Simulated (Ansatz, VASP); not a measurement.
**AlCo in VASP and in Ansatz**

Contents of INCAR:

```
ALGO = Normal
EDIFF = 1E-6
ENCUT = 520
GGA = CA
ISIF = 2
ISMEAR = -1
LASPH = T
LCHARG = T
LELF = T
LREAL = F
LVHAR = T
LWAVE = F
NBANDS = 13
NELM = 80
PREC = Accurate
SIGMA = 0.08
```

The input KPOINTS:

```
k-points
0
Gamma
  15 15 15
```

The input POSCAR:

```
AlCo
1.0
    0.0000000000      2.0168308394      2.0168308394
    2.0168308394      0.0000000000      2.0168308394
    2.0168308394      2.0168308394      0.0000000000
Co Al
1 1
Direct
    0.0000000000      0.0000000000      0.0000000000
    0.5000000000      0.5000000000      0.5000000000
```

Input for Ansatz:

```yaml
crystal:
  lattice:
    - [0.0, 2.0168308394, 2.0168308394]
    - [2.0168308394, 0.0, 2.0168308394]
    - [2.0168308394, 2.0168308394, 0.0]
  atoms:
    - { symbol: Co, position: [0.0, 0.0, 0.0] }
    - { symbol: Al, position: [0.5, 0.5, 0.5] }
kpoints:
  mp_grid: { grid: [15, 15, 15] }
scf:
  occupations: { method: fermi_dirac, width: 0.08 }
hamiltonian:
  xc: lda
  pseudopotentials: { kind: all_electron, lapw: { basis_error: 0.001 } }
output:
  forces: true
  stress: true
  eigenvalues: true
  populations: true
```

Change from the starting cell: volume scaled by 0.64, LAPW.

Alike in both runs: task single point; functional LDA; k mesh 15 × 15 × 15; occupations fermi-dirac, width 0.08 eV; no spin polarisation.

|  | VASP | Ansatz |
| --- | --- | --- |
| version | VASP 6.6.1 | Ansatz 0.2.0 |
| potentials or method | VASP PAW LDA potentials, release 64 (Co, Al), cutoff 520 eV | all-electron LAPW, scalar-relativistic |

|  | VASP | Ansatz | Ansatz less VASP |
| --- | --- | --- | --- |
| pressure (GPa) | 159.2 | 155.2 | -3.93 |

LDA's correlation is that of Perdew and Zunger in VASP and of Perdew and Wang (1992) in Ansatz. Both programs put the cell under a high pressure, so it lies far from rest at this level. Ansatz ran all-electron here, and VASP with PAW potentials.

Noted on VASP's run: the cell as given lies far from equilibrium.
